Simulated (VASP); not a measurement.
# BaSc2C2 (P4/mmm) in VASP: notebook, part 3 of 3

VASP 6.6.1. The steps go on from the part before.

### 4 Single point, PBE, collinear spin, ferromagnetic start

This run uses another cell than the first one, of 21.94 Å³/atom, 0.996 times its volume.

File INCAR:

```
SYSTEM = BaSc2C2
PREC = Accurate
ENCUT = 520
EDIFF = 1E-6
ISMEAR = 0
SIGMA = 0.1
LREAL = .FALSE.
LASPH = .TRUE.
NELM = 150
ALGO = Normal
ISIF = 2
LWAVE = .FALSE.
LCHARG = .TRUE.
ISPIN = 2
MAGMOM = 0 0 0 1 1
LORBIT = 11
LMAXMIX = 4
GGA = PE
LELF = .TRUE.
LVHAR = .TRUE.
NBANDS = 32
```

File KPOINTS:

```
regular mesh
0
G
  4 4 4
  0 0 0
```

File POSCAR:

```
BaSc2C2
1.0
    4.3068027700      0.0000000000      0.0000000000
    0.0000000000      4.3068027700      0.0000000000
    0.0000000000      0.0000000000      5.9133505400
Ba Sc C
1 2 2
Direct
    0.0000000000      0.0000000000      0.0000000000
    0.5000000000      0.0000000000      0.5000000000
    0.0000000000      0.5000000000      0.5000000000
    0.5000000000      0.5000000000      0.8027901100
    0.5000000000      0.5000000000      0.1972098900
```

Potentials or basis: VASP PAW PBE potentials, release 64 (Ba_sv, Sc_sv, C).

Launch:

```console
cat potpaw_PBE.64/Ba_sv/POTCAR potpaw_PBE.64/Sc_sv/POTCAR potpaw_PBE.64/C/POTCAR > POTCAR
mpirun -np 1 vasp_std > vasp.out
```

OUTCAR:

```text
SYSTEM = BaSc2C2
   PREC = Accurate
   ENCUT = 520
   EDIFF = 1E-6
   ISMEAR = 0
   LREAL = .FALSE.
   LASPH = .TRUE.
   NELM = 150
   ISIF = 2
   ISPIN = 2
   LORBIT = 11
   GGA = PE

 ion  position               nearest neighbor table
   1  0.000  0.000  0.000-   4 3.26   5 3.26   4 3.26   5 3.26   4 3.26   5 3.26   4 3.26   5 3.26
                             3 3.66   3 3.66   2 3.66   2 3.66   3 3.66   2 3.66   3 3.66   2 3.66
   2  0.500  0.000  0.500-   3 3.05   3 3.05   3 3.05   3 3.05   1 3.66   1 3.66   1 3.66   1 3.66

   3  0.000  0.500  0.500-   2 3.05   2 3.05   2 3.05   2 3.05   1 3.66   1 3.66   1 3.66   1 3.66

   4  0.500  0.500  0.803-   1 3.26   1 3.26   1 3.26   1 3.26
   5  0.500  0.500  0.197-   1 3.26   1 3.26   1 3.26   1 3.26

  LATTYP: Found a simple tetragonal cell.
 ALAT       =     4.3068027700
 C/A-ratio  =     1.3730256192

  Lattice vectors:

 A1 = (   4.3068027700,   0.0000000000,   0.0000000000)
 A2 = (   0.0000000000,   4.3068027700,   0.0000000000)
 A3 = (   0.0000000000,   0.0000000000,   5.9133505400)

Analysis of symmetry for initial positions (statically):
=====================================================================
 Subroutine PRICEL returns:
 Original cell was already a primitive cell.

 Routine SETGRP: Setting up the symmetry group for a
 simple tetragonal supercell.

 Subroutine GETGRP returns: Found 16 space group operations
 (whereof 16 operations were pure point group operations)
 out of a pool of 16 trial point group operations.

The static configuration has the point symmetry D_4h.

Analysis of symmetry for dynamics (positions and initial velocities):
=====================================================================
 Subroutine PRICEL returns:
 Original cell was already a primitive cell.

 Routine SETGRP: Setting up the symmetry group for a
 simple tetragonal supercell.

 Subroutine GETGRP returns: Found 16 space group operations
 (whereof 16 operations were pure point group operations)
 out of a pool of 16 trial point group operations.

[... 167 lines left out ...]
 fundamental gap:      0.0666029319
 Fermi energy:         2.9192443284

 spin component 1

 k-point     1 :       0.0000    0.0000    0.0000
  band No.  band energies     occupation
      1     -46.8747      1.00000
      2     -46.7870      1.00000
      3     -25.6128      1.00000
      4     -25.6128      1.00000
      5     -25.4984      1.00000
      6     -25.4079      1.00000
[... 619 lines left out ...]
     31       6.9419      0.00000
     32       8.9772      0.00000
 Fermi energy:         2.9192443284

 spin component 2

 k-point     1 :       0.0000    0.0000    0.0000
  band No.  band energies     occupation
      1     -46.8747      1.00000
      2     -46.7870      1.00000
      3     -25.6128      1.00000
      4     -25.6128      1.00000
      5     -25.4985      1.00000
      6     -25.4079      1.00000
[... 619 lines left out ...]
     31       6.9418      0.00000
     32       8.9772      0.00000

------------------------ aborting loop because EDIFF is reached ----------------------------------------

  FORCE on cell =-STRESS in cart. coord.  units (eV):
  Direction    XX          YY          ZZ          XY          YZ          ZX
  --------------------------------------------------------------------------------------
  -------------------------------------------------------------------------------------
  Total       -6.1613392     -6.1613392    -12.2202022      0.0000000      0.0000000      0.0000000
  in kB      -89.9999178    -89.9999178   -178.5029440      0.0000000      0.0000000      0.0000000
  external PRESSURE =    -119.5009265 kB  Pullay stress =       0.0000000 kB

 VOLUME and BASIS-vectors are now :
 -----------------------------------------------------------------------------
  energy-cutoff  :      520.00
  volume of cell :      109.68
      direct lattice vectors                 reciprocal lattice vectors
     4.306802770  0.000000000  0.000000000     0.232190805  0.000000000  0.000000000
     0.000000000  4.306802770  0.000000000     0.000000000  0.232190805  0.000000000
     0.000000000  0.000000000  5.913350540     0.000000000  0.000000000  0.169108865

 POSITION                                       TOTAL-FORCE (eV/Angst)
 -----------------------------------------------------------------------------------
      0.00000      0.00000      0.00000        -0.000000     -0.000000      0.000000
      2.15340      0.00000      2.95668        -0.000000     -0.000000      0.000000
      0.00000      2.15340      2.95668        -0.000000     -0.000000      0.000000
      2.15340      2.15340      4.74718        -0.000000      0.000000     -1.234285
      2.15340      2.15340      1.16617         0.000000      0.000000      1.234285
 -----------------------------------------------------------------------------------
    total drift:                                0.000000      0.000000     -0.000000

  FREE ENERGIE OF THE ION-ELECTRON SYSTEM (eV)
  ---------------------------------------------------
  free  energy   TOTEN  =       -28.7811909496 eV

  energy  without entropy=      -28.7641544746  energy(sigma->0) =      -28.77267271

 total charge

# of ion       s       p       d       tot
------------------------------------------
    1        2.020   5.589   0.348   7.957
    2        2.232   6.093   0.972   9.297
    3        2.232   6.093   0.972   9.297
    4        0.897   1.181   0.000   2.078
    5        0.897   1.181   0.000   2.078
--------------------------------------------------
tot          8.277  20.138   2.292  30.707

 magnetization (x)

# of ion       s       p       d       tot
------------------------------------------
    1       -0.000  -0.000   0.000  -0.000
    2       -0.000  -0.000  -0.000  -0.000
    3       -0.000  -0.000  -0.000  -0.000
    4        0.000   0.000   0.000   0.000
    5        0.000   0.000   0.000   0.000
--------------------------------------------------
tot         -0.000   0.000  -0.000  -0.000
```

OSZICAR:

```text
N       E                     dE             d eps       ncg     rms          rms(c)
DAV:   1     0.511720962166E+03    0.51172E+03   -0.17972E+04  2304   0.122E+03
DAV:   2     0.183815446166E+02   -0.49334E+03   -0.48145E+03  2360   0.419E+02
DAV:   3    -0.325707640368E+02   -0.50952E+02   -0.48829E+02  3840   0.136E+02
DAV:   4    -0.353024481958E+02   -0.27317E+01   -0.26894E+01  3736   0.294E+01
DAV:   5    -0.353716032421E+02   -0.69155E-01   -0.69030E-01  3544   0.490E+00    0.137E+01
DAV:   6    -0.319875343772E+02    0.33841E+01   -0.84667E+01  3848   0.319E+01    0.122E+01
DAV:   7    -0.292175573280E+02    0.27700E+01   -0.23390E+01  3824   0.242E+01    0.516E+00
DAV:   8    -0.291310707614E+02    0.86487E-01   -0.16455E+00  3152   0.519E+00    0.389E+00
DAV:   9    -0.288393116112E+02    0.29176E+00   -0.18152E+00  3632   0.861E+00    0.210E+00
DAV:  10    -0.287922021219E+02    0.47109E-01   -0.18029E-01  3776   0.175E+00    0.102E+00
DAV:  11    -0.287893542382E+02    0.28479E-02   -0.19818E-02  3160   0.783E-01    0.740E-01
DAV:  12    -0.287814777128E+02    0.78765E-02   -0.25086E-02  3792   0.109E+00    0.177E-01
DAV:  13    -0.287812310505E+02    0.24666E-03   -0.34359E-03  4016   0.318E-01    0.912E-02
DAV:  14    -0.287812020466E+02    0.29004E-04   -0.32132E-04  3320   0.749E-02    0.414E-02
DAV:  15    -0.287811897833E+02    0.12263E-04   -0.93264E-05  3688   0.533E-02    0.158E-02
DAV:  16    -0.287811916843E+02   -0.19011E-05   -0.50273E-06  2920   0.119E-02    0.121E-02
DAV:  17    -0.287811909496E+02    0.73476E-06   -0.36832E-06  3048   0.135E-02
   1 F= -.28781191E+02 E0= -.28772673E+02  d E =-.170365E-01  mag=    -0.0002
```

It took 55 s on 1 thread of Intel Xeon 6975P-C (Granite Rapids), shared host; peak memory 0.31 GiB.

Results:

```
Free energy                                           : -28.7812 eV
Pressure                                              : -12.0 GPa
Largest force                                         : 1.234 eV/Å
Band gap on the k mesh                                : zero (filled and empty bands overlap)
Net moment                                            : 0.00 μB per cell
Valence electrons inside the program's atomic spheres : Ba 7.96; Sc 9.30; C 2.08
```

Forces on the atoms (eV/Å):
```
Ba   0.000  0.000  0.000
Sc   0.000  0.000  0.000
Sc   0.000  0.000  0.000
C    0.000  0.000 -1.234
C    0.000  0.000  1.234
```

Caveat: the k points lie up to 0.36 Å⁻¹ apart; spin-orbit coupling is left out, which moves the levels of the heavy elements; forces of over 1 eV/Å act on the atoms, so gaps and moduli don't describe the material at rest.

### 5 The runs side by side

```tsv
task	spin	cell	cutoff (eV)	gap on the mesh (eV)	pressure (GPa)	largest force (eV/Å)
single point	off	a = 4.264, b = 4.264, c = 6.056 Å, 5 atoms	520	none	0.4	0.05
relaxation of cell and atoms	off	relaxed from a = 4.307, b = 4.307, c = 5.913 Å, 5 atoms	600	none	-0.3	0.03
single point	collinear, ferromagnetic start	a = 4.307, b = 4.307, c = 5.913 Å, 5 atoms	520	none	-12.0	1.23
```

Alike in all rows: level PBE; potentials or basis VASP PAW PBE potentials, release 64 (Ba_sv, Sc_sv, C); k mesh 4 × 4 × 4; smearing gaussian 0.1 eV.

Caveats: all runs use coarse meshes; spin-orbit coupling is left out, which moves the levels of the heavy elements; the volume moved by over 15 % at a fixed basis, so the end points are rough (some runs); forces of over 1 eV/Å act on the atoms, so gaps and moduli don't describe the material at rest (some runs).

Total energies depend on the potentials used, so only differences within one code and one set of settings carry meaning.
